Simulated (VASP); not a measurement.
# B3I (I4/mmm) in VASP: further runs

Runs on B3I. Level: PBE. Tasks: single point, relaxation of cell and atoms.

Program: VASP 6.6.1. These are calculated values, not measurements. Logs are shortened: lines on timing, memory, paths and dates and some standing lists are left out, and cuts for length are marked.

### 1 The cell of the first run

The structure is tetragonal, space group I4/mmm (No. 139). Conventional cell: a = 3.154 Å, b = 3.154 Å, c = 11.713 Å, α = 90.00°, β = 90.00°, γ = 90.00°. B (site symmetry 4/mmm) has 4 I at 2.23 Å within 2.9 Å. Within 2.9 Å of B (site symmetry -4m2) lie 4 B at 2.23 Å. I (site symmetry 4/mmm) has 4 B at 2.23 Å within 2.9 Å.

### 2 Single point, PBE

File INCAR:

```
SYSTEM = B3I
ALGO = Normal ; EDIFF = 1E-6
ENCUT = 520 ; GGA = PE
ISIF = 2 ; ISMEAR = 0
LASPH = .TRUE. ; LCHARG = .FALSE.
LREAL = .FALSE. ; LWAVE = .FALSE.
NBANDS = 16 ; NELM = 60
PREC = Accurate ; SIGMA = 0.1
```

File KPOINTS:

```
k-points
0
G
  6 6 6
  0 0 0
```

File POSCAR:

```
B3I
1.0
   -1.5769223639      1.5769223639      5.8565371191
    1.5769223639     -1.5769223639      5.8565371191
    1.5769223639      1.5769223639     -5.8565371191
B I
3 1
Direct
    0.5000000000      0.5000000000      0.0000000000
    0.2500000000      0.7500000000      0.5000000000
    0.7500000000      0.2500000000      0.5000000000
    0.0000000000      0.0000000000      0.0000000000
```

Potentials or basis: VASP PAW PBE potentials, release 64 (B, I).

Command:

```console
$ cat potpaw_PBE.64/B/POTCAR potpaw_PBE.64/I/POTCAR > POTCAR
$ mpirun -np 1 vasp_std > vasp.out
```

OUTCAR:

```text
SYSTEM = B3I
   EDIFF = 1E-6
   ENCUT = 520
   GGA = PE
   ISIF = 2
   ISMEAR = 0
   LASPH = .TRUE.
   LREAL = .FALSE.
   NELM = 60
   PREC = Accurate

 ion  position               nearest neighbor table
   1  0.500  0.500  0.000-   4 2.23   4 2.23   4 2.23   4 2.23
   2  0.250  0.750  0.500-
   3  0.750  0.250  0.500-
   4  0.000  0.000  0.000-   1 2.23   1 2.23   1 2.23   1 2.23

  LATTYP: Found a body centered tetragonal cell.
 ALAT       =     3.1538447278
 C/A-ratio  =     3.7139032670

  Lattice vectors:

 A1 = (  -1.5769223639,   1.5769223639,   5.8565371191)
 A2 = (   1.5769223639,  -1.5769223639,   5.8565371191)
 A3 = (   1.5769223639,   1.5769223639,  -5.8565371191)

Analysis of symmetry for initial positions (statically):
=====================================================================
 Subroutine PRICEL returns:
 Original cell was already a primitive cell.

 Routine SETGRP: Setting up the symmetry group for a
 body centered tetragonal supercell.

 Subroutine GETGRP returns: Found 16 space group operations
 (whereof 16 operations were pure point group operations)
 out of a pool of 16 trial point group operations.

The static configuration has the point symmetry D_4h.

Analysis of symmetry for dynamics (positions and initial velocities):
=====================================================================
 Subroutine PRICEL returns:
 Original cell was already a primitive cell.

 Routine SETGRP: Setting up the symmetry group for a
 body centered tetragonal supercell.

 Subroutine GETGRP returns: Found 16 space group operations
 (whereof 16 operations were pure point group operations)
 out of a pool of 16 trial point group operations.

The dynamic configuration has the point symmetry D_4h.

 Subroutine INISYM returns: Found 16 space group operations
 (whereof 16 operations are pure point group operations),
 and found     1 'primitive' translations

----------------------------------------------------------------------------------------

                                     Primitive cell

  volume of cell :      58.2534

  direct lattice vectors                    reciprocal lattice vectors
    -1.576922364  1.576922364  5.856537119     0.000000000  0.317073314  0.085374683
     1.576922364 -1.576922364  5.856537119     0.317073314  0.000000000  0.085374683
     1.576922364  1.576922364 -5.856537119     0.317073314  0.317073314  0.000000000

  length of vectors
     6.266769129  6.266769129  6.266769129     0.328366142  0.328366142  0.448409381

  position of ions in fractional coordinates (direct lattice)
     0.500000000  0.500000000  0.000000000
     0.250000000  0.750000000  0.500000000
     0.750000000  0.250000000  0.500000000
     0.000000000  0.000000000  0.000000000

  ion indices of the primitive-cell ions
   primitive index   ion index
                 1           1
                 2           2
                 3           3
                 4           4

----------------------------------------------------------------------------------------

 KPOINTS: k-points

Automatic generation of k-mesh.
 Grid dimensions read from file:
 generate k-points for:    6    6    6

 Generating k-lattice:

  Cartesian coordinates                     Fractional coordinates (reciprocal lattice)
     0.000000000  0.052845552  0.014229114     0.166666667  0.000000000 -0.000000000
     0.052845552  0.000000000  0.014229114     0.000000000  0.166666667 -0.000000000
     0.052845552  0.052845552  0.000000000     0.000000000  0.000000000  0.166666667

  Length of vectors
     0.054727690  0.054727690  0.074734897

  Shift w.r.t. Gamma in fractional coordinates (k-lattice)
     0.000000000  0.000000000  0.000000000

 Subroutine IBZKPT returns following result:
 ===========================================

 Found     30 irreducible k-points:

 Following reciprocal coordinates:
            Coordinates               Weight
  0.000000  0.000000  0.000000      1.000000
  0.166667 -0.000000  0.000000      8.000000
  0.333333  0.000000  0.000000      8.000000
  0.500000  0.000000  0.000000      4.000000
  0.166667  0.166667  0.000000      8.000000
  0.333333  0.166667  0.000000     16.000000
[... 16 lines left out ...]
 -0.333333 -0.333333  0.166667      8.000000
 -0.166667 -0.333333  0.166667      8.000000
 [... further k-points ...]
   k-points           NKPTS =     30   k-points in BZ     NKDIM =     30   number of bands    NBANDS=     16
   number of dos      NEDOS =    301   number of ions     NIONS =      4
   total plane-waves  NPLWV = 110592
   dimension x,y,z NGX =    48 NGY =   48 NGZ =   48
   dimension x,y,z NGXF=    96 NGYF=   96 NGZF=   96
   ions per type =               3   1
   NGX,Y,Z   is equivalent  to a cutoff of  12.73, 12.73, 12.73 a.u.
   NGXF,Y,Z  is equivalent  to a cutoff of  25.47, 25.47, 25.47 a.u.
 SYSTEM =  B3I
   PREC   = accura    normal or accurate (medium, high low for compatibility)
   ISTART =      0    job   : 0-new  1-cont  2-samecut
   ICHARG =      2    charge: 1-file 2-atom 10-const
   ISPIN  =      1    spin polarized calculation?
   LNONCOLLINEAR =      F non collinear calculations
   LSORBIT =      F    spin-orbit coupling
   LASPH  =      T    aspherical Exc in radial PAW
   ENCUT  =  520.0 eV  38.22 Ry    6.18 a.u.  11.65 11.65 11.65*2*pi/ulx,y,z
   NELM   =     60;   NELMIN=  2; NELMDL= -5     # of ELM steps
   EDIFF  = 0.1E-05   stopping-criterion for ELM
   LREAL  =      F    real-space projection
   EDIFFG = 0.1E-04   stopping-criterion for IOM
   NSW    =      0    number of steps for IOM
   IBRION =     -1    ionic relax: 0-MD 1-quasi-New 2-CG
   NFREE  =      0    steps in history (QN), initial steepest desc. (CG)
   ISIF   =      2    stress and relaxation
   ISYM   =      2    0-nonsym 1-usesym 2-fastsym
   POTIM  = 0.5000    time-step for ionic-motion
   TEBEG  =    0.0;   TEEND  =   0.0 temperature during run
   PSTRESS=    0.0 pullay stress
   NELECT =      16.0000    total number of electrons
   NUPDOWN=      -1.0000    fix difference up-down
   EMIN   =  10.00;   EMAX   =-10.00  energy-range for DOS
   EFERMI =   0.00;   METHOD = LEGACY
   ISMEAR =     0;   SIGMA  =   0.10  broadening in eV -4-tet -1-fermi 0-gaus
   EFERMI_NEDOS =   21; number of points for ismear=-14 and -15
   IALGO  =     38    algorithm
   IMIX   =      4    mixing-type and parameters
     AMIX     =   0.40;   BMIX     =  1.00
     AMIX_MAG =   1.60;   BMIX_MAG =  1.00
  volume/ion in A,a.u.               =      14.56        98.28
  Fermi-wavevector in a.u.,A,eV,Ry     =   1.064162  2.010974 15.407785  1.132440
  Thomas-Fermi vector in A             =   2.199671
   LORBIT       =      0    0 simple, 1 ext, 2 COOP (PROOUT), +10 PAW based schemes
   GGA     = PE    functional components
   LHFCALC =     F    Hartree Fock is set to
   AEXX    =    0.0000 exact exchange contribution
   IVDW    =     0    specifies the selected vdW correction
   LEPSILON=     F    determine dielectric tensor
   LRPA    =     F    only Hartree local field effects (RPA)
 non-spin polarized calculation
 Gauss-broadening in eV      SIGMA  =   0.10
  energy-cutoff  :      520.00
  volume of cell :       58.25
 maximum number of plane-waves:      1589
 NGX is ok and might be reduce to    48
   NGX = 23   NGY = 23   NGZ = 23

 number of electron      16.0000000 magnetization

 Free energy of the ion-electron system (eV)
  ---------------------------------------------------
  ext. energy  EPLUGINS =         0.00000000
  ---------------------------------------------------
  free energy    TOTEN  =       -11.77508322 eV

  energy without entropy =      -11.75975918  energy(sigma->0) =      -11.76742120

 E-fermi :   6.4230     XC(G=0): -10.3857

 val. band max:        6.4022724700   @ k =   0.0000   0.0000   0.0000
 cond. band min:       6.4304328625   @ k =  -0.1667  -0.1667   0.1667
 fundamental gap:      0.0281603926
 Fermi energy:         6.4229750437

 k-point     1 :       0.0000    0.0000    0.0000
  band No.  band energies     occupation
      1     -11.3857      2.00000
      2      -3.1217      2.00000
      3      -1.0839      2.00000
      4       1.7666      2.00000
      5       1.7666      2.00000
      6       5.6363      2.00000
[... 8 lines left out ...]
     15      14.3410      0.00000
     16      14.3410      0.00000

 k-point     2 :       0.1667   -0.0000    0.0000
  band No.  band energies     occupation
      1     -11.0404      2.00000
      2      -2.8707      2.00000
      3      -0.5804      2.00000
      4      -0.4872      2.00000
      5       2.2385      2.00000
      6       4.4763      2.00000
[... 8 lines left out ...]
     15      13.4262      0.00000
     16      14.1101      0.00000

 k-point     3 :       0.3333    0.0000    0.0000
  band No.  band energies     occupation
      1     -10.1149      2.00000
      2      -3.5684      2.00000
      3      -1.9869      2.00000
      4       0.7921      2.00000
      5       1.9357      2.00000
      6       3.6188      2.00000
[... 8 lines left out ...]
     15      12.1255      0.00000
     16      13.9957      0.00000

 k-point     4 :       0.5000    0.0000    0.0000
  band No.  band energies     occupation
      1      -9.3821      2.00000
      2      -5.0420      2.00000
      3      -0.6280      2.00000
      4      -0.3400      2.00000
      5       2.5285      2.00000
      6       4.6804      2.00000
[... 8 lines left out ...]
     15      12.7389      0.00000
     16      12.7806      0.00000
[... 324 lines left out ...]
 k-point    22 :      -0.1667    0.5000    0.1667
  band No.  band energies     occupation
      1     -10.1064      2.00000
      2      -3.5691      2.00000
      3      -2.3451      2.00000
      4       1.6482      2.00000
      5       2.1969      2.00000
      6       3.6047      2.00000
[... 8 lines left out ...]
     15      12.0670      0.00000
     16      14.0582      0.00000

 k-point    23 :      -0.3333   -0.3333    0.1667
  band No.  band energies     occupation
      1     -10.6790      2.00000
      2      -3.0564      2.00000
      3      -0.2565      2.00000
      4      -0.0076      2.00000
      5       1.1733      2.00000
      6       4.9176      2.00000
[... 8 lines left out ...]
     15      13.1894      0.00000
     16      15.3704      0.00000

 k-point    24 :      -0.1667   -0.3333    0.1667
  band No.  band energies     occupation
      1     -11.0316      2.00000
      2      -3.2458      2.00000
      3      -0.5422      2.00000
      4       0.2985      2.00000
      5       2.2273      2.00000
      6       4.5942      2.00000
[... 8 lines left out ...]
     15      13.5962      0.00000
     16      14.6262      0.00000

 [... further k-points ...]
[... 5 lines left out ...]
  --------------------------------------------------------------------------------------
  -------------------------------------------------------------------------------------
  Total       -0.0204125     -0.0204125      0.0055395      0.0000000     -0.0000000      0.0000000
  in kB       -0.5614157     -0.5614157      0.1523553      0.0000000     -0.0000000      0.0000000
  external PRESSURE =      -0.3234921 kB  Pullay stress =       0.0000000 kB

 VOLUME and BASIS-vectors are now :
 -----------------------------------------------------------------------------
  energy-cutoff  :      520.00
  volume of cell :       58.25
      direct lattice vectors                 reciprocal lattice vectors
    -1.576922364  1.576922364  5.856537119     0.000000000  0.317073314  0.085374683
     1.576922364 -1.576922364  5.856537119     0.317073314  0.000000000  0.085374683
     1.576922364  1.576922364 -5.856537119     0.317073314  0.317073314  0.000000000

 POSITION                                       TOTAL-FORCE (eV/Angst)
 -----------------------------------------------------------------------------------
      0.00000      0.00000      5.85654        -0.000000     -0.000000      0.000000
      1.57692     -0.00000      2.92827        -0.000000      0.000000      0.000000
     -0.00000      1.57692      2.92827         0.000000     -0.000000     -0.000000
      0.00000      0.00000      0.00000        -0.000000     -0.000000      0.000000
 -----------------------------------------------------------------------------------
    total drift:                                0.000000     -0.000000      0.000000

  FREE ENERGIE OF THE ION-ELECTRON SYSTEM (eV)
  ---------------------------------------------------
  free  energy   TOTEN  =       -11.7750832244 eV

  energy  without entropy=      -11.7597591767  energy(sigma->0) =      -11.76742120
```

Run time: 83 s. Hardware: 1 thread of AMD EPYC 7R43 (Zen 3), shared host; peak memory 0.27 GiB.

Results:

```
Free energy            : -11.7751 eV
Pressure               : 0.0 GPa
Band gap on the k mesh : zero (band 8 reaches 7.88 eV, above the bottom of band 9 at 4.32 eV)
```

Caveat: the k points lie up to 0.47 Å⁻¹ apart; spin-orbit coupling is left out, which moves the levels of the heavy elements.

### 3 Relaxation of cell and atoms, PBE

This run uses another cell than the first one, of 15.55 Å³/atom, 1.068 times its volume.

File INCAR:

```
SYSTEM = B3I
PREC = Accurate
ENCUT = 600
EDIFF = 1E-7
ISMEAR = 0
SIGMA = 0.1
LREAL = .FALSE.
LASPH = .TRUE.
NELM = 100
ALGO = Normal
ISIF = 3
LWAVE = .FALSE.
LCHARG = .FALSE.
GGA = PE
IBRION = 2
NSW = 90
EDIFFG = -0.04
```

File KPOINTS:

```
regular mesh
0
G
  6 6 6
  0 0 0
```

File POSCAR:

```
B3I
1.0
   -1.9092709712      1.9092709712      4.2648650266
    1.9092709712     -1.9092709712      4.2648650266
    1.9092709712      1.9092709712     -4.2648650266
B I
3 1
Direct
    0.5000000000      0.5000000000      0.0000000000
    0.2500000000      0.7500000000      0.5000000000
    0.7500000000      0.2500000000      0.5000000000
    0.0000000000      0.0000000000      0.0000000000
```

Potentials or basis: VASP PAW PBE potentials, release 64 (B, I).

Command:

```console
$ cat potpaw_PBE.64/B/POTCAR potpaw_PBE.64/I/POTCAR > POTCAR
$ mpirun -np 1 vasp_std > vasp.out
```

OUTCAR:

```text
SYSTEM = B3I
   PREC = Accurate
   ENCUT = 600
   EDIFF = 1E-7
   ISMEAR = 0
   LREAL = .FALSE.
   LASPH = .TRUE.
   NELM = 100
   ISIF = 3
   GGA = PE
   IBRION = 2
   NSW = 90
   EDIFFG = -0.04

 ion  position               nearest neighbor table
   1  0.500  0.500  0.000-   4 2.70   4 2.70   4 2.70   4 2.70
   2  0.250  0.750  0.500-   4 2.86   4 2.86   4 2.86   4 2.86
   3  0.750  0.250  0.500-   4 2.86   4 2.86   4 2.86   4 2.86
   4  0.000  0.000  0.000-   1 2.70   1 2.70   1 2.70   1 2.70   3 2.86   2 2.86   3 2.86   2 2.86
                             3 2.86   3 2.86   2 2.86   2 2.86

  LATTYP: Found a body centered tetragonal cell.
 ALAT       =     3.8185419424
 C/A-ratio  =     2.2337662338

  Lattice vectors:

 A1 = (  -1.9092709712,   1.9092709712,   4.2648650266)
[... 665 lines left out ...]
--------------------------------------- Ionic step       13  -------------------------------------------

 number of electron      15.9999999 magnetization

------------------------ aborting loop because EDIFF is reached ----------------------------------------
[... 71 lines left out ...]
--------------------------------------- Ionic step       15  -------------------------------------------

 number of electron      15.9999998 magnetization

 Free energy of the ion-electron system (eV)
  ---------------------------------------------------
  ext. energy  EPLUGINS =         0.00000000
  ---------------------------------------------------
  free energy    TOTEN  =       -11.77394899 eV

  energy without entropy =      -11.75859346  energy(sigma->0) =      -11.76627123

 E-fermi :   6.3923     XC(G=0): -10.3713

 val. band max:        6.3750494658   @ k =   0.0000   0.0000   0.0000
 cond. band min:       6.4024608512   @ k =  -0.1667  -0.1667   0.1667
 fundamental gap:      0.0274113854
 Fermi energy:         6.3922996549

 k-point     1 :       0.0000    0.0000    0.0000
  band No.  band energies     occupation
      1     -11.4086      2.00000
      2      -3.1481      2.00000
      3      -1.0995      2.00000
      4       1.7371      2.00000
      5       1.7371      2.00000
      6       5.5984      2.00000
      7       6.3750      1.19273
      8       6.3750      1.19273
      9       6.8481      0.00000
     10       9.1481      0.00000
     11       9.3276      0.00000
     12      10.0936      0.00000
[... 376 lines left out ...]
  FREE ENERGIE OF THE ION-ELECTRON SYSTEM (eV)
  ---------------------------------------------------
  free  energy   TOTEN  =       -11.7739489923 eV

  energy  without entropy=      -11.7585934648  energy(sigma->0) =      -11.76627123

 reached required accuracy - stopping structural energy minimisation
```

Run time: 7.1 min. Hardware: 1 thread of AMD EPYC 7R43 (Zen 3), shared host; peak memory 0.22 GiB.

Results:

- Free energy: -11.7739 eV
- Relaxed volume: 14.61 Å³/atom
- Relaxed cell: a = 6.280 Å, b = 6.280 Å, c = 6.280 Å, α = 150.91°, β = 150.91°, γ = 41.61°
- Space group after relaxing (to 0.05 Å): I4/mmm (No. 139)
- Energy gained by relaxing: 325.0 meV/atom
- Ionic steps: 15
- Pressure after relaxing: -0.2 GPa
- Band gap on the k mesh: zero (band 8 reaches 7.85 eV, above the bottom of band 9 at 4.28 eV)

Step by step:
```csv
step,energy change (eV),largest force (eV/Å),pressure (GPa),volume (Å³)
1,0.0000,0.0000,-6.12,62.19
2,-0.2979,0.0000,-3.40,56.95
3,-0.4632,0.0000,0.47,52.55
4,-0.4286,0.0000,18.11,44.25
5,-0.5153,0.0000,2.56,50.26
6,-0.5620,0.0000,7.88,47.21
7,-0.6755,0.0000,11.47,46.35
8,-0.6701,0.0000,20.26,44.58
9,-0.7295,0.0000,16.81,45.30
10,-0.9915,0.0000,11.39,47.83
11,-1.1710,0.0000,5.21,51.45
12,-1.2957,0.0000,-1.42,58.79
13,-1.2957,0.0000,-1.30,58.51
14,-1.2997,0.0000,0.19,58.40
15,-1.3001,0.0000,-0.16,58.42
```

Final structure:
```
CELL_PARAMETERS angstrom
-1.57737 1.57737 5.87044
1.57737 -1.57737 5.87044
1.57737 1.57737 -5.87044
ATOMIC_POSITIONS crystal
B 0.50000 0.50000 0.00000
B 0.25000 0.75000 0.50000
B 0.75000 0.25000 0.50000
I 0.00000 0.00000 0.00000
```

Levels at points of the mesh, in eV from the Fermi level:
```csv
k point,band 6,band 7,band 8,band 9,band 10,band 11
"(0.00, 0.00, 0.00)",-0.79,-0.02,-0.02,0.46,2.76,2.94
"(0.50, 0.00, 0.00)",-1.74,-1.00,-0.02,1.88,2.09,2.48
"(0.50, 0.50, 0.00)",-3.80,-3.56,-3.47,-2.11,0.70,0.80
"(0.50, 0.50, 0.50)",-2.36,-0.82,0.09,0.09,2.18,3.89
```

Caveat: the k points lie up to 0.47 Å⁻¹ apart in the final cell; spin-orbit coupling is left out, which moves the levels of the heavy elements.
